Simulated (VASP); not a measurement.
Crystal: K3Zr2S.

```
K Zr S
1.0
     6.46756    0.00000    0.00000
    -3.23378    5.60107    0.00000
     0.00000    0.00000    4.28209
K Zr S
3 2 1
Direct
  0.50000 0.00000 0.50000
  0.00000 0.50000 0.50000
  0.50000 0.50000 0.50000
  0.66667 0.33333 0.00000
  0.33333 0.66667 0.00000
  0.00000 0.00000 0.00000
```

The cell was built from a structure type or drawn by symmetry, and may not be a known phase.

```yaml
Program: VASP 6.6.1
Task: relaxation of cell and atoms
Functional: PBE
Potentials_or_basis: VASP PAW PBE potentials, release 64 (K_sv, Zr_sv, S)
Cutoff: 600 eV
k_mesh: 3 × 3 × 4
Occupations: gaussian, width 0.1 eV
Spin: no spin polarisation
```

At the start: pressure 9.0 GPa; volume 25.85 Å³/atom.

Problem. How do energy, volume and symmetry change on relaxing?

Solution. Over 8 steps the energy falls by 931.4 meV/atom and the volume is 31.77 Å³/atom (+22.9 %); space group P6/mmm (No. 191, to 0.1 Å) before and after.

The path:
```tsv
step	energy change (eV)	largest force (eV/Å)	pressure (GPa)	volume (Å³)
1	0.0000	0.0000	9.00	155.12
2	-3.0315	0.0000	2.56	188.65
3	-4.4802	0.0000	-2.21	242.93
4	-5.1460	0.0000	-2.11	224.57
5	-5.4997	0.0000	-1.50	207.60
6	-5.5349	0.0000	-0.97	199.74
7	-5.5353	0.0000	-1.12	201.68
8	-5.5881	0.0000	-0.06	190.61
```

Final structure:
```yaml
crystal:
  lattice:
    - [5.77838, 0.00000, 0.00000]
    - [-2.88919, 5.00423, 0.00000]
    - [0.00000, 0.00000, 6.59187]
  atoms:
    - { symbol: K, position: [0.50000, 0.00000, 0.50000] }
    - { symbol: K, position: [0.00000, 0.50000, 0.50000] }
    - { symbol: K, position: [0.50000, 0.50000, 0.50000] }
    - { symbol: Zr, position: [0.66667, 0.33333, 0.00000] }
    - { symbol: Zr, position: [0.33333, 0.66667, 0.00000] }
    - { symbol: S, position: [0.00000, 0.00000, 0.00000] }
```

Caveat: the k points lie up to 0.42 Å⁻¹ apart in the final cell, too coarse for converged energies and pressures of a metal; the volume moved by over 15 % at a fixed basis, so the end points are rough.
